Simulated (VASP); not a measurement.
# AlN (AlN (P6_3mc)) in VASP: further runs, part 2 of 3

VASP 6.6.1. The steps go on from the part before.

### Step 3. Single point, PBE

File INCAR:

```
SYSTEM = AlN
PREC = Accurate
ENCUT = 520
EDIFF = 1E-6
ISMEAR = -1
SIGMA = 0.01
LREAL = .False.
LASPH = .True.
NELM = 60
ALGO = Normal
ISIF = 2
LWAVE = .False.
LCHARG = .False.
GGA = PE
NBANDS = 16
```

File KPOINTS:

```
Automatic mesh
0
Gamma
  10 10 6
  0 0 0
```

File POSCAR:

```
AlN
1.0
    3.1297569663      0.0000000289      0.0000000000
   -1.5648785082      2.7104490260      0.0000000000
    0.0000000000      0.0000000000      5.0174032534
Al N
2 2
Direct
    0.6666666667      0.3333333333      0.4992353735
    0.3333333333      0.6666666667      0.9992353735
    0.6666666667      0.3333333333      0.8807646265
    0.3333333333      0.6666666667      0.3807646265
```

Potentials or basis: VASP PAW PBE potentials, release 64 (Al, N).

Run with:

```sh
> cat potpaw_PBE.64/Al/POTCAR potpaw_PBE.64/N/POTCAR > POTCAR
> mpirun -np 1 vasp_std > vasp.out
```

OUTCAR:

```text
SYSTEM = AlN
   PREC = Accurate
   ENCUT = 520
   EDIFF = 1E-6
   ISMEAR = -1
   LREAL = .False.
   LASPH = .True.
   NELM = 60
   ISIF = 2
   GGA = PE

 ion  position               nearest neighbor table
   1  0.667  0.333  0.499-   4 1.90   4 1.90   4 1.90   3 1.91   2 3.09   2 3.09   2 3.09   2 3.09
                             2 3.09   2 3.09
   2  0.333  0.667  0.999-   3 1.90   3 1.90   3 1.90   4 1.91   1 3.09   1 3.09   1 3.09   1 3.09
                             1 3.09   1 3.09
   3  0.667  0.333  0.881-   2 1.90   2 1.90   2 1.90   1 1.91
   4  0.333  0.667  0.381-   1 1.90   1 1.90   1 1.90   2 1.91

  LATTYP: Found a hexagonal cell.
 ALAT       =     3.1297569663
 C/A-ratio  =     1.6031287117

  Lattice vectors:

 A1 = (   3.1297569663,   0.0000000289,   0.0000000000)
 A2 = (  -1.5648785082,   2.7104490260,   0.0000000000)
 A3 = (   0.0000000000,   0.0000000000,   5.0174032534)

Analysis of symmetry for initial positions (statically):
=====================================================================
 Subroutine PRICEL returns:
 Original cell was already a primitive cell.

 Routine SETGRP: Setting up the symmetry group for a
 hexagonal supercell.

 Subroutine GETGRP returns: Found 12 space group operations
 (whereof  6 operations were pure point group operations)
 out of a pool of 24 trial point group operations.

The static configuration has the point symmetry C_3v.
 The point group associated with its full space group is C_6v.

Analysis of symmetry for dynamics (positions and initial velocities):
=====================================================================
 Subroutine PRICEL returns:
 Original cell was already a primitive cell.

 Routine SETGRP: Setting up the symmetry group for a
 hexagonal supercell.

 Subroutine GETGRP returns: Found 12 space group operations
 (whereof  6 operations were pure point group operations)
 out of a pool of 24 trial point group operations.

The dynamic configuration has the point symmetry C_3v.
 The point group associated with its full space group is C_6v.
[... 125 lines left out ...]
  Fermi-wavevector in a.u.,A,eV,Ry     =   1.181511  2.232733 18.993310  1.395969
  Thomas-Fermi vector in A             =   2.317783
   LORBIT       =      0    0 simple, 1 ext, 2 COOP (PROOUT), +10 PAW based schemes
   GGA     = PE    functional components
   LHFCALC =     F    Hartree Fock is set to
   AEXX    =    0.0000 exact exchange contribution
   IVDW    =     0    specifies the selected vdW correction
   LEPSILON=     F    determine dielectric tensor
   LRPA    =     F    only Hartree local field effects (RPA)
 non-spin polarized calculation
  energy-cutoff  :      520.00
  volume of cell :       42.56
 maximum number of plane-waves:      1170
 NGX is ok and might be reduce to    24

 number of electron      15.9999998 magnetization

 Free energy of the ion-electron system (eV)
  ---------------------------------------------------
  ext. energy  EPLUGINS =         0.00000000
  ---------------------------------------------------
  free energy    TOTEN  =       -29.78052112 eV

  energy without entropy =      -29.78052112  energy(sigma->0) =      -29.78052112

 E-fermi :   6.1626     XC(G=0): -10.8287

 val. band max:        5.9679175332   @ k =   0.0000   0.0000   0.0000
 cond. band min:      10.0150710509   @ k =   0.0000   0.0000   0.0000
 fundamental gap:      4.0471535177
 Fermi energy:         6.1626136943

 k-point     1 :       0.0000    0.0000    0.0000
  band No.  band energies     occupation
      1      -9.1017      2.00000
      2      -7.0179      2.00000
      3       0.0608      2.00000
      4       5.1229      2.00000
      5       5.1229      2.00000
      6       5.7654      2.00000
[... 433 lines left out ...]
      3       0.6342      2.00000
      4       1.6199      2.00000
      5       2.9481      2.00000
      6       3.7108      2.00000
[... 8 lines left out ...]
     15      18.4336      0.00000
     16      20.6668      0.00000

 [... further k-points ...]

------------------------ aborting loop because EDIFF is reached ----------------------------------------

  FORCE on cell =-STRESS in cart. coord.  units (eV):
  Direction    XX          YY          ZZ          XY          YZ          ZX
  --------------------------------------------------------------------------------------
  -------------------------------------------------------------------------------------
  Total       -0.0501356     -0.0501356     -0.0364506      0.0000000      0.0000000      0.0000000
  in kB       -1.8872360     -1.8872360     -1.3720939      0.0000000      0.0000000      0.0000000
  external PRESSURE =      -1.7155219 kB  Pullay stress =       0.0000000 kB

 VOLUME and BASIS-vectors are now :
 -----------------------------------------------------------------------------
  energy-cutoff  :      520.00
  volume of cell :       42.56
      direct lattice vectors                 reciprocal lattice vectors
     3.129756966  0.000000029  0.000000000     0.319513625  0.184471282  0.000000000
    -1.564878508  2.710449026  0.000000000    -0.000000003  0.368942557  0.000000000
     0.000000000  0.000000000  5.017403253     0.000000000  0.000000000  0.199306284

 POSITION                                       TOTAL-FORCE (eV/Angst)
 -----------------------------------------------------------------------------------
      1.56488      0.90348      2.50487         0.000000     -0.000000      0.000182
     -0.00000      1.80697      5.01357        -0.000000      0.000000      0.000182
      1.56488      0.90348      4.41915         0.000000      0.000000     -0.000182
     -0.00000      1.80697      1.91045        -0.000000      0.000000     -0.000182
 -----------------------------------------------------------------------------------
    total drift:                               -0.000000     -0.000000      0.000505

  FREE ENERGIE OF THE ION-ELECTRON SYSTEM (eV)
  ---------------------------------------------------
  free  energy   TOTEN  =       -29.7805211231 eV

  energy  without entropy=      -29.7805211231  energy(sigma->0) =      -29.78052112
```

stdout:

```text
POSCAR found type information on POSCAR AlN
 POSCAR found :  2 types and       4 ions
 scaLAPACK will be used
 LDA part: xc-table for (Slater+PW92), standard interpolation
 POSCAR, INCAR and KPOINTS ok, starting setup
 FFT: planning ... GRIDC
 FFT: planning ... GRID_SOFT
 FFT: planning ... GRID
 WAVECAR not read
 entering main loop
```

Wall time 22 s (1 thread of Intel Xeon Platinum 8259CL at 2.50GHz (Skylake/Cascade Lake), shared host); peak memory 0.17 GiB.

What came out:

- Free energy: -29.7805 eV
- Pressure: -0.2 GPa
- Band gap on the k mesh: 4.05 eV, direct

Levels at points of the mesh, in eV from the valence-band top:
| k point | band 6 | band 7 | band 8 | band 9 | band 10 | band 11 |
| --- | --- | --- | --- | --- | --- | --- |
| (0.00, 0.00, 0.00) | -0.20 | -0.20 | 0.00 | 4.05 | 6.51 | 10.46 |
| (0.50, 0.00, 0.00) | -2.05 | -1.74 | -0.68 | 5.76 | 5.76 | 8.03 |
| (0.00, 0.00, 0.50) | -0.53 | -0.53 | -0.53 | 6.31 | 6.31 | 10.17 |
| (0.50, 0.00, 0.50) | -1.44 | -1.35 | -1.35 | 5.25 | 5.25 | 9.15 |

A k mesh can miss the band edges.

### Step 4. Single point, PBE

This run uses another cell than the first one: it holds 16 atoms, not 4.

File INCAR:

```
PREC = Accurate
ENCUT = 520
EDIFF = 1E-7
ISMEAR = -1
SIGMA = 0.01
LREAL = Auto
LASPH = T
NELM = 60
ALGO = Normal
ISIF = 2
LWAVE = F
LCHARG = F
GGA = PE
NBANDS = 46
```

File KPOINTS:

```
Automatic mesh
0
Gamma
  2 2 4
  0.5 0.5 0.5
```

File POSCAR:

```
AlN
1.0
    6.2595139307      0.0000000618      0.0000000000
   -3.1297570188      5.4208980485      0.0000000000
    0.0000000000      0.0000000000      5.0174032550
Al N
8 8
Direct
    0.3335524029      0.1664661886      0.5000247798
    0.3335524029      0.6664661886      0.5000247798
    0.8335524029      0.1664661886      0.5000247798
    0.8335524029      0.6664661886      0.5000247798
    0.1664661886      0.3335524029      0.0000247798
    0.1664661886      0.8335524029      0.0000247798
    0.6664661886      0.3335524029      0.0000247798
    0.6664661886      0.8335524029      0.0000247798
    0.3319615436      0.1680198649      0.8799752202
    0.1680198649      0.3319615436      0.3799752202
    0.3319615436      0.6680198649      0.8799752202
    0.1680198649      0.8319615436      0.3799752202
    0.8319615436      0.1680198649      0.8799752202
    0.6680198649      0.3319615436      0.3799752202
    0.8319615436      0.6680198649      0.8799752202
    0.6680198649      0.8319615436      0.3799752202
```

Run with:

```sh
> cat potpaw_PBE.64/Al/POTCAR potpaw_PBE.64/N/POTCAR > POTCAR
> mpirun -np 1 vasp_std > vasp.out
```

Run time: 2.9 min. Hardware: 1 thread of Intel Xeon Platinum 8259CL at 2.50GHz (Skylake/Cascade Lake), shared host; peak memory 0.32 GiB.

The run converged. Its results:

* Free energy: -119.1504 eV
* Pressure: -0.1 GPa
* Largest force: 0.225 eV/Å
* Band gap on the k mesh: 5.29 eV

Forces in eV/Å, atoms in the order of the input:
```
Al   0.116 -0.069 -0.088
Al   0.116 -0.069 -0.088
Al   0.116 -0.069 -0.088
Al   0.116 -0.069 -0.088
Al  -0.118  0.066 -0.088
Al  -0.118  0.066 -0.088
Al  -0.118  0.066 -0.088
Al  -0.118  0.066 -0.088
N    0.180 -0.102  0.088
N   -0.178  0.105  0.088
N    0.180 -0.102  0.088
N   -0.178  0.105  0.088
N    0.180 -0.102  0.088
N   -0.178  0.105  0.088
N    0.180 -0.102  0.088
N   -0.178  0.105  0.088
```

Stress tensor (GPa, compression positive):
```
-0.03 -0.81  0.00
-0.81 -0.97  0.00
 0.00  0.00  0.64
```

Levels at points of the mesh, in eV from the valence-band top:
| k point | band 29 | band 30 | band 31 | band 32 | band 33 | band 34 | band 35 | band 36 |
| --- | --- | --- | --- | --- | --- | --- | --- | --- |
| (0.25, 0.25, 0.12) | -0.49 | -0.49 | -0.38 | -0.11 | 5.62 | 6.22 | 6.65 | 6.65 |

Caveat: the k points lie up to 0.58 Å⁻¹ apart. As with any semilocal functional, this PBE gap is likely too small.

### Step 5. Relaxation of cell and atoms, PBE

File INCAR:

```
SYSTEM = AlN
PREC = Accurate ; ENCUT = 600
EDIFF = 1E-6 ; ISMEAR = 0
SIGMA = 0.01 ; LREAL = .False.
LASPH = .True. ; NELM = 80
ALGO = Normal ; ISIF = 3
LWAVE = .False. ; LCHARG = .False.
GGA = PE ; IBRION = 2
NSW = 80 ; EDIFFG = -0.005
```

File KPOINTS:

```
regular mesh
0
Gamma
  10 10 6
  0 0 0
```

File POSCAR:

```
AlN
1.0
    3.1285881000      0.0000000000      0.0000000000
   -1.5642941000      2.7094368000      0.0000000000
    0.0000000000      0.0000000000      5.0169550000
Al N
2 2
Direct
    0.6666666700      0.3333333300      0.4992870000
    0.3333333300      0.6666666700      0.9992870000
    0.6666666700      0.3333333300      0.8807130000
    0.3333333300      0.6666666700      0.3807130000
```

Run with:

```sh
> cat potpaw_PBE.64/Al/POTCAR potpaw_PBE.64/N/POTCAR > POTCAR
> mpirun -np 1 vasp_std > vasp.out
```

It took 50 s on 1 thread of AMD EPYC 7R43 (Zen 3), shared host; peak memory 0.15 GiB.

The run converged. Its results:

| Quantity | Value |
| --- | --- |
| Free energy | -29.7836 eV |
| Relaxed volume | 10.62 Å³/atom |
| Relaxed cell | a = 3.128 Å, b = 3.128 Å, c = 5.016 Å, α = 90.00°, β = 90.00°, γ = 120.00° |
| Space group after relaxing (to 0.05 Å) | P6_3mc (No. 186) |
| Energy gained by relaxing | 0.0 meV/atom |
| Ionic steps | 3 |
| Pressure after relaxing | 0.0 GPa |
| Band gap on the k mesh | 4.06 eV, direct |

Final structure:
```yaml
crystal:
  lattice:
    - [3.12783, 0.00000, 0.00000]
    - [-1.56392, 2.70878, 0.00000]
    - [0.00000, 0.00000, 5.01566]
  atoms:
    - { symbol: Al, position: [0.66667, 0.33333, 0.49927] }
    - { symbol: Al, position: [0.33333, 0.66667, 0.99927] }
    - { symbol: N, position: [0.66667, 0.33333, 0.88073] }
    - { symbol: N, position: [0.33333, 0.66667, 0.38073] }
```

Levels at points of the mesh, in eV from the valence-band top:
| k point | band 4 | band 5 | band 6 | band 7 | band 8 | band 9 | band 10 | band 11 | band 12 |
| --- | --- | --- | --- | --- | --- | --- | --- | --- | --- |
| (0.00, 0.00, 0.00) | -0.84 | -0.84 | -0.20 | -0.20 | 0.00 | 4.06 | 6.53 | 10.47 | 11.05 |
| (0.50, 0.00, 0.00) | -4.13 | -3.30 | -2.05 | -1.75 | -0.68 | 5.77 | 5.77 | 8.04 | 10.16 |
| (0.00, 0.00, 0.50) | -3.30 | -0.53 | -0.53 | -0.53 | -0.53 | 6.33 | 6.33 | 10.18 | 10.18 |
| (0.50, 0.00, 0.50) | -5.53 | -1.44 | -1.44 | -1.35 | -1.35 | 5.25 | 5.25 | 9.16 | 9.16 |

A k mesh can miss the band edges. PBE gaps usually lie below the measured ones, often by a third to a half.

(Continued in part 3 of 3.)
